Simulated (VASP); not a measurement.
Input of a VASP 6.6.1 run:

File INCAR:

```
SYSTEM = Ba3TeC3
PREC = Accurate
ENCUT = 600
EDIFF = 1E-6
ISMEAR = 0
SIGMA = 0.1
LREAL = .FALSE.
LASPH = .TRUE.
NELM = 100
ALGO = Fast
ISIF = 3
LWAVE = .FALSE.
LCHARG = .FALSE.
GGA = PE
IBRION = 2
NSW = 90
EDIFFG = -0.04
```

The input KPOINTS:

```
Automatic mesh
0
G
  4 4 4
  0 0 0
```

POSCAR

```
Ba3TeC3
1.0
    5.7163331400      0.0000000000      0.0000000000
    0.0000000000      5.7163331400      0.0000000000
    0.0000000000      0.0000000000      5.7163331400
Ba Te C
3 1 3
Direct
    0.5000000000      0.5000000000      0.0000000000
    0.0000000000      0.5000000000      0.5000000000
    0.5000000000      0.0000000000      0.5000000000
    0.5000000000      0.5000000000      0.5000000000
    0.5000000000      0.0000000000      0.0000000000
    0.0000000000      0.5000000000      0.0000000000
    0.0000000000      0.0000000000      0.5000000000
```

Potentials or basis: VASP PAW PBE potentials, release 64 (Ba_sv, Te, C).

Command:

```sh
$ cat potpaw_PBE.64/Ba_sv/POTCAR potpaw_PBE.64/Te/POTCAR potpaw_PBE.64/C/POTCAR > POTCAR
$ mpirun -np 1 vasp_std > vasp.out
```

Question: What does it give for the band gap on the k mesh?

Answer: Zero (bands 24 and 25 overlap by 0.89 eV).

Question: Predict the relaxed cell.

Answer: a = 6.434 Å, b = 6.434 Å, c = 6.434 Å, α = 90.00°, β = 90.00°, γ = 90.00°.

Question: What does it give for the relaxed volume?

Answer: 38.04 Å³/atom.

Question: Estimate the space group after relaxing (to 0.1 Å).

Answer: Pm-3m (No. 221).

The path:
```tsv
step	energy change (eV)	largest force (eV/Å)	pressure (GPa)	volume (Å³)
1	0.0000	0.0000	18.04	186.79
2	-3.4551	0.0000	-1.14	280.35
3	-3.5036	0.0000	0.09	266.29
```

Caveat: the volume moved by over 15 % at a fixed basis, so the end points are rough; spin-orbit coupling is left out, which moves the levels of the heavy elements.
